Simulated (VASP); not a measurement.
# ZnF2 (P4_2/mnm) in VASP: single point with PBE

Aim: the single point of ZnF2 with PBE.

Program: VASP 6.6.1. These are calculated values, not measurements. Logs are shortened: lines on timing, memory, paths and dates and some standing lists are left out, and cuts for length are marked.

### 1 The cell of the first run

Symmetry: P4_2/mnm, No. 136, tetragonal system. Conventional cell: a = 4.800 Å, b = 4.800 Å, c = 3.175 Å, α = 90.00°, β = 90.00°, γ = 90.00°. Within 2.7 Å of Zn (site symmetry mmm) lie 6 F at 2.07 Å. Within 2.7 Å of F (site symmetry m2m) lie 3 Zn at 2.07 Å and 1 F at 2.66 Å.

### 2 Single point, PBE

The input, INCAR:

```
SYSTEM = ZnF2
PREC = Accurate
ENCUT = 600
EDIFF = 1E-6
ISMEAR = 0
SIGMA = 0.01
LREAL = Auto
LASPH = .True.
NELM = 120
ALGO = Normal
ISIF = 2
LWAVE = .False.
LCHARG = .False.
GGA = PE
NBANDS = 238
GGA_COMPAT = .False.
KPAR = 2
NCORE = 2
```

The input, KPOINTS:

```
Automatic mesh
0
Gamma
  2 2 2
  0.5 0.5 0.5
```

The input, POSCAR:

```
ZnF2
1.0
    4.7998656285      4.7998656285     -6.3509536045
   -4.7998656285      4.7998656285      6.3509536045
    4.7998656285     -4.7998656285      6.3509536045
Zn F
16 32
Direct
    0.5000000000      0.3750000000      0.3750000000
    0.5000000000      0.6250000000      0.6250000000
    0.5000000000      0.8750000000      0.8750000000
    0.5000000000      0.1250000000      0.1250000000
    0.0000000000      0.8750000000      0.3750000000
    0.0000000000      0.1250000000      0.6250000000
    0.0000000000      0.3750000000      0.8750000000
    0.0000000000      0.6250000000      0.1250000000
    0.0000000000      0.0000000000      0.0000000000
    0.0000000000      0.2500000000      0.2500000000
    0.0000000000      0.5000000000      0.5000000000
    0.0000000000      0.7500000000      0.7500000000
    0.5000000000      0.5000000000      0.0000000000
    0.5000000000      0.7500000000      0.2500000000
    0.5000000000      0.0000000000      0.5000000000
    0.5000000000      0.2500000000      0.7500000000
    0.6956244826      0.3478122413      0.3478122413
    0.6956244826      0.5978122413      0.5978122413
    0.6956244826      0.8478122413      0.8478122413
    0.6956244826      0.0978122413      0.0978122413
    0.1956244826      0.8478122413      0.3478122413
    0.1956244826      0.0978122413      0.5978122413
    0.1956244826      0.3478122413      0.8478122413
    0.1956244826      0.5978122413      0.0978122413
    0.5000000000      0.2228122413      0.5271877587
    0.5000000000      0.4728122413      0.7771877587
    0.5000000000      0.7228122413      0.0271877587
    0.5000000000      0.9728122413      0.2771877587
    0.0000000000      0.7228122413      0.5271877587
    0.0000000000      0.9728122413      0.7771877587
    0.0000000000      0.2228122413      0.0271877587
    0.0000000000      0.4728122413      0.2771877587
    0.3043755174      0.1521877587      0.1521877587
    0.3043755174      0.4021877587      0.4021877587
    0.3043755174      0.6521877587      0.6521877587
    0.3043755174      0.9021877587      0.9021877587
    0.8043755174      0.6521877587      0.1521877587
    0.8043755174      0.9021877587      0.4021877587
    0.8043755174      0.1521877587      0.6521877587
    0.8043755174      0.4021877587      0.9021877587
    0.5000000000      0.5271877587      0.2228122413
    0.5000000000      0.7771877587      0.4728122413
    0.5000000000      0.0271877587      0.7228122413
    0.5000000000      0.2771877587      0.9728122413
    0.0000000000      0.0271877587      0.2228122413
    0.0000000000      0.2771877587      0.4728122413
    0.0000000000      0.5271877587      0.7228122413
    0.0000000000      0.7771877587      0.9728122413
```

Potentials or basis: VASP PAW PBE potentials, release 64 (Zn, F).

Started as:

```sh
$ cat potpaw_PBE.64/Zn/POTCAR potpaw_PBE.64/F/POTCAR > POTCAR
$ mpirun -np 4 vasp_std > vasp.out
```

OUTCAR:

```text
SYSTEM = ZnF2
   PREC = Accurate
   ENCUT = 600
   EDIFF = 1E-6
   ISMEAR = 0
   LREAL = Auto
   LASPH = .True.
   NELM = 120
   ISIF = 2
   GGA = PE

 ion  position               nearest neighbor table
   1  0.500  0.375  0.375-  25 2.07  41 2.07  33 2.07  18 2.07  34 2.07  17 2.07
   2  0.500  0.625  0.625-  26 2.07  42 2.07  34 2.07  19 2.07  35 2.07  18 2.07
   3  0.500  0.875  0.875-  27 2.07  43 2.07  35 2.07  20 2.07  36 2.07  19 2.07
   4  0.500  0.125  0.125-  28 2.07  44 2.07  36 2.07  17 2.07  20 2.07  33 2.07
   5  0.000  0.875  0.375-  29 2.07  45 2.07  37 2.07  22 2.07  38 2.07  21 2.07
   6  0.000  0.125  0.625-  30 2.07  46 2.07  38 2.07  23 2.07  39 2.07  22 2.07
[... 8 lines left out ...]
  15  0.500  0.000  0.500-  21 2.07  39 2.07  28 2.07  25 2.07  42 2.07  43 2.07
  16  0.500  0.250  0.750-  22 2.07  40 2.07  26 2.07  25 2.07  43 2.07  44 2.07
  17  0.696  0.348  0.348-  11 2.07   4 2.07   1 2.07
  18  0.696  0.598  0.598-  12 2.07   1 2.07   2 2.07
  19  0.696  0.848  0.848-   9 2.07   2 2.07   3 2.07
  20  0.696  0.098  0.098-  10 2.07   3 2.07   4 2.07
  21  0.196  0.848  0.348-  15 2.07   8 2.07   5 2.07
  22  0.196  0.098  0.598-  16 2.07   5 2.07   6 2.07
[... 24 lines left out ...]
  47  0.000  0.527  0.723-   7 2.07  11 2.07  12 2.07
  48  0.000  0.777  0.973-   8 2.07   9 2.07  12 2.07

  LATTYP: Found a body centered tetragonal cell.
 ALAT       =     9.5997312570
 C/A-ratio  =     1.3231523747

  Lattice vectors:

 A1 = (   4.7998656285,  -4.7998656285,  -6.3509536045)
 A2 = (  -4.7998656285,   4.7998656285,  -6.3509536045)
 A3 = (   4.7998656285,   4.7998656285,   6.3509536045)

Analysis of symmetry for initial positions (statically):
=====================================================================
 Subroutine PRICEL returns following result:

  LATTYP: Found a simple tetragonal cell.
 ALAT       =     4.7998656285
 C/A-ratio  =     0.6615761873

  Lattice vectors:

 A1 = (  -4.7998656285,   0.0000000000,   0.0000000000)
 A2 = (   0.0000000000,  -4.7998656285,   0.0000000000)
 A3 = (   0.0000000000,   0.0000000000,   3.1754768022)

   8 primitive cells build up your supercell.

 Routine SETGRP: Setting up the symmetry group for a
 body centered tetragonal supercell.

 Subroutine GETGRP returns: Found 16 space group operations
 (whereof  8 operations were pure point group operations)
 out of a pool of 16 trial point group operations.

The static configuration has the point symmetry D_2h.
 The point group associated with its full space group is D_4h.

Analysis of symmetry for dynamics (positions and initial velocities):
=====================================================================
 Subroutine PRICEL returns following result:

  LATTYP: Found a simple tetragonal cell.
 ALAT       =     4.7998656285
 C/A-ratio  =     0.6615761873

  Lattice vectors:

 A1 = (  -4.7998656285,   0.0000000000,   0.0000000000)
 A2 = (   0.0000000000,  -4.7998656285,   0.0000000000)
 A3 = (   0.0000000000,   0.0000000000,   3.1754768022)

   8 primitive cells build up your supercell.

 Routine SETGRP: Setting up the symmetry group for a
 body centered tetragonal supercell.

 Subroutine GETGRP returns: Found 16 space group operations
 (whereof  8 operations were pure point group operations)
 out of a pool of 16 trial point group operations.

The dynamic configuration has the point symmetry D_2h.
 The point group associated with its full space group is D_4h.

 Subroutine INISYM returns: Found 16 space group operations
 (whereof  8 operations are pure point group operations),
 and found     8 'primitive' translations

----------------------------------------------------------------------------------------

                                     Primitive cell

  volume of cell :      73.1589

  direct lattice vectors                    reciprocal lattice vectors
    -4.799865629  0.000000000  0.000000000    -0.208339166  0.000000000  0.000000000
     0.000000000 -4.799865629  0.000000000     0.000000000 -0.208339166  0.000000000
     0.000000000  0.000000000  3.175476802     0.000000000  0.000000000  0.314913338

  length of vectors
     4.799865629  4.799865629  3.175476802     0.208339166  0.208339166  0.314913338

  position of ions in fractional coordinates (direct lattice)
     0.500000000  0.500000000  0.500000000
     0.000000000  0.000000000  0.000000000
     0.304375517  0.304375517  1.000000000
     0.195624483  0.804375517  0.500000000
     0.695624483  0.695624483  0.000000000
     0.804375517  0.195624483  0.500000000

  ion indices of the primitive-cell ions
   primitive index   ion index
                 1           1
                 2          13
                 3          17
                 4          25
                 5          34
                 6          41

----------------------------------------------------------------------------------------

 KPOINTS: Automatic mesh

Automatic generation of k-mesh.
 Grid dimensions read from file:
 generate k-points for:    2    2    2

 Generating k-lattice:

  Cartesian coordinates                     Fractional coordinates (reciprocal lattice)
     0.052084791  0.052084791  0.000000000     0.500000000  0.000000000  0.000000000
     0.000000000  0.052084791  0.039364167     0.000000000  0.500000000  0.000000000
     0.052084791  0.000000000  0.039364167     0.000000000  0.000000000  0.500000000

  Length of vectors
     0.073659018  0.065286776  0.065286776

  Shift w.r.t. Gamma in fractional coordinates (k-lattice)
     0.500000000  0.500000000  0.500000000

 Subroutine IBZKPT returns following result:
 ===========================================

 Found      3 irreducible k-points:

 Following reciprocal coordinates:
            Coordinates               Weight
  0.250000  0.250000  0.250000      2.000000
 -0.250000  0.250000  0.250000      2.000000
  0.250000 -0.250000  0.250000      4.000000
   k-points           NKPTS =      3   k-points in BZ     NKDIM =      3   number of bands    NBANDS=    238
   number of dos      NEDOS =    301   number of ions     NIONS =     48
   total plane-waves  NPLWV = 512000
   dimension x,y,z NGX =    80 NGY =   80 NGZ =   80
   dimension x,y,z NGXF=   160 NGYF=  160 NGZF=  160
   ions per type =              16  32
   NGX,Y,Z   is equivalent  to a cutoff of  14.31, 14.31, 14.31 a.u.
   NGXF,Y,Z  is equivalent  to a cutoff of  28.61, 28.61, 28.61 a.u.
 SYSTEM =  ZnF2
   PREC   = accura    normal or accurate (medium, high low for compatibility)
   ISTART =      0    job   : 0-new  1-cont  2-samecut
   ICHARG =      2    charge: 1-file 2-atom 10-const
   ISPIN  =      1    spin polarized calculation?
   LNONCOLLINEAR =      F non collinear calculations
   LSORBIT =      F    spin-orbit coupling
   LASPH  =      T    aspherical Exc in radial PAW
   ENCUT  =  600.0 eV  44.10 Ry    6.64 a.u.  18.57 18.57 18.57*2*pi/ulx,y,z
   NELM   =    120;   NELMIN=  2; NELMDL= -5     # of ELM steps
   EDIFF  = 0.1E-05   stopping-criterion for ELM
   LREAL  =      T    real-space projection
   EDIFFG = 0.1E-04   stopping-criterion for IOM
   NSW    =      0    number of steps for IOM
   IBRION =     -1    ionic relax: 0-MD 1-quasi-New 2-CG
   NFREE  =      0    steps in history (QN), initial steepest desc. (CG)
   ISIF   =      2    stress and relaxation
   ISYM   =      2    0-nonsym 1-usesym 2-fastsym
   POTIM  = 0.5000    time-step for ionic-motion
   TEBEG  =    0.0;   TEEND  =   0.0 temperature during run
   PSTRESS=    0.0 pullay stress
   NELECT =     416.0000    total number of electrons
   NUPDOWN=      -1.0000    fix difference up-down
   EMIN   =  10.00;   EMAX   =-10.00  energy-range for DOS
   EFERMI =   0.00;   METHOD = LEGACY
   ISMEAR =     0;   SIGMA  =   0.01  broadening in eV -4-tet -1-fermi 0-gaus
   EFERMI_NEDOS =   21; number of points for ismear=-14 and -15
   IALGO  =     38    algorithm
   IMIX   =      4    mixing-type and parameters
     AMIX     =   0.40;   BMIX     =  1.00
     AMIX_MAG =   1.60;   BMIX_MAG =  1.00
  volume/ion in A,a.u.               =      12.19        82.28
  Fermi-wavevector in a.u.,A,eV,Ry     =   1.461011  2.760911 29.042371  2.134554
  Thomas-Fermi vector in A             =   2.577393
   LORBIT       =      0    0 simple, 1 ext, 2 COOP (PROOUT), +10 PAW based schemes
   GGA     = PE    functional components
   LHFCALC =     F    Hartree Fock is set to
   AEXX    =    0.0000 exact exchange contribution
   IVDW    =     0    specifies the selected vdW correction
   LEPSILON=     F    determine dielectric tensor
   LRPA    =     F    only Hartree local field effects (RPA)
 non-spin polarized calculation
 Gauss-broadening in eV      SIGMA  =   0.01
  energy-cutoff  :      600.00
  volume of cell :      585.27
 maximum number of plane-waves:     19555
 NGX is ok and might be reduce to    80
   NGX = 37   NGY = 37   NGZ = 37

 number of electron     415.9999933 magnetization

 Free energy of the ion-electron system (eV)
  ---------------------------------------------------
  ext. energy  EPLUGINS =         0.00000000
  ---------------------------------------------------
  free energy    TOTEN  =      -186.02729168 eV

  energy without entropy =     -186.02729168  energy(sigma->0) =     -186.02729168

 E-fermi :  -1.6340     XC(G=0):  -9.9938

 val. band max:       -1.7607107720   @ k =   0.2500   0.2500   0.2500
 cond. band min:       2.2715715579   @ k =  -0.2500   0.2500   0.2500
 fundamental gap:      4.0322823299
 Fermi energy:        -1.6340111870

 k-point     1 :       0.2500    0.2500    0.2500
  band No.  band energies     occupation
      1     -22.9247      2.00000
      2     -22.9247      2.00000
      3     -22.9247      2.00000
      4     -22.9247      2.00000
      5     -22.6999      2.00000
      6     -22.6999      2.00000
[... 212 lines left out ...]
    219       6.0444      0.00000
    220       6.0444      0.00000

 k-point     2 :      -0.2500    0.2500    0.2500
  band No.  band energies     occupation
      1     -23.0687      2.00000
      2     -22.7951      2.00000
      3     -22.7951      2.00000
      4     -22.7951      2.00000
      5     -22.7951      2.00000
      6     -22.7805      2.00000
[... 212 lines left out ...]
    219       6.2425      0.00000
    220       6.2425      0.00000

 k-point     3 :       0.2500   -0.2500    0.2500
  band No.  band energies     occupation
      1     -23.0327      2.00000
      2     -22.8803      2.00000
      3     -22.8803      2.00000
      4     -22.7878      2.00000
      5     -22.7878      2.00000
      6     -22.6940      2.00000
[... 212 lines left out ...]
    219       6.4516      0.00000
    220       6.4516      0.00000
 [bands above 220 left out]

------------------------ aborting loop because EDIFF is reached ----------------------------------------

  FORCE on cell =-STRESS in cart. coord.  units (eV):
  Direction    XX          YY          ZZ          XY          YZ          ZX
  --------------------------------------------------------------------------------------
  -------------------------------------------------------------------------------------
  Total        0.8477345      0.8477345      1.8298112     -0.0000000      0.0000000      0.0000000
  in kB        2.3206698      2.3206698      5.0091009     -0.0000000      0.0000000      0.0000000
  external PRESSURE =       3.2168135 kB  Pullay stress =       0.0000000 kB

 VOLUME and BASIS-vectors are now :
 -----------------------------------------------------------------------------
  energy-cutoff  :      600.00
  volume of cell :      585.27
      direct lattice vectors                 reciprocal lattice vectors
     4.799865629  4.799865629 -6.350953604     0.104169583  0.104169583  0.000000000
    -4.799865629  4.799865629  6.350953604     0.000000000  0.104169583  0.078728335
     4.799865629 -4.799865629  6.350953604     0.104169583  0.000000000  0.078728335

 POSITION                                       TOTAL-FORCE (eV/Angst)
 -----------------------------------------------------------------------------------
      2.39993      2.39993      1.58774         0.000000     -0.000000     -0.000000
      2.39993      2.39993      4.76322         0.000000     -0.000000     -0.000000
      2.39993      2.39993      7.93869         0.000000     -0.000000     -0.000000
      2.39993      2.39993     -1.58774         0.000000     -0.000000     -0.000000
     -2.39993      2.39993      7.93869         0.000000     -0.000000     -0.000000
      2.39993     -2.39993      4.76322         0.000000     -0.000000     -0.000000
[... 40 lines left out ...]
      0.93897     -0.93897      7.93869         0.010563     -0.010563     -0.000000
      0.93897     -0.93897     11.11417         0.010563     -0.010563     -0.000000
 -----------------------------------------------------------------------------------
    total drift:                                0.000000     -0.000000     -0.000000

  FREE ENERGIE OF THE ION-ELECTRON SYSTEM (eV)
  ---------------------------------------------------
  free  energy   TOTEN  =      -186.0272916806 eV

  energy  without entropy=     -186.0272916806  energy(sigma->0) =     -186.02729168
```

It took 23 min on 4 MPI ranks of AMD EPYC, shared host; peak memory 0.64 GiB.

What came out:

* Free energy: -186.0273 eV
* Pressure: 0.3 GPa
* Largest force: 0.015 eV/Å
* Band gap on the k mesh: 4.03 eV

Forces in eV/Å, atoms in the order of the input:
```
Zn   0.000  0.000  0.000
Zn   0.000  0.000  0.000
Zn   0.000  0.000  0.000
Zn   0.000  0.000  0.000
Zn   0.000  0.000  0.000
Zn   0.000  0.000  0.000
Zn   0.000  0.000  0.000
Zn   0.000  0.000  0.000
Zn   0.000  0.000  0.000
Zn   0.000  0.000  0.000
Zn   0.000  0.000  0.000
Zn   0.000  0.000  0.000
Zn   0.000  0.000  0.000
Zn   0.000  0.000  0.000
Zn   0.000  0.000  0.000
Zn   0.000  0.000  0.000
F    0.011  0.011  0.000
F    0.011  0.011  0.000
F    0.011  0.011  0.000
F    0.011  0.011  0.000
F    0.011  0.011  0.000
F    0.011  0.011  0.000
F    0.011  0.011  0.000
F    0.011  0.011  0.000
F   -0.011  0.011  0.000
F   -0.011  0.011  0.000
F   -0.011  0.011  0.000
F   -0.011  0.011  0.000
F   -0.011  0.011  0.000
F   -0.011  0.011  0.000
F   -0.011  0.011  0.000
F   -0.011  0.011  0.000
F   -0.011 -0.011  0.000
F   -0.011 -0.011  0.000
F   -0.011 -0.011  0.000
F   -0.011 -0.011  0.000
F   -0.011 -0.011  0.000
F   -0.011 -0.011  0.000
F   -0.011 -0.011  0.000
F   -0.011 -0.011  0.000
F    0.011 -0.011  0.000
F    0.011 -0.011  0.000
F    0.011 -0.011  0.000
F    0.011 -0.011  0.000
F    0.011 -0.011  0.000
F    0.011 -0.011  0.000
F    0.011 -0.011  0.000
F    0.011 -0.011  0.000
```

Stress tensor (GPa, compression positive):
```
0.23 0.00 0.00
0.00 0.23 0.00
0.00 0.00 0.50
```

Caveat: a shifted mesh leaves out Γ, where band edges can lie.
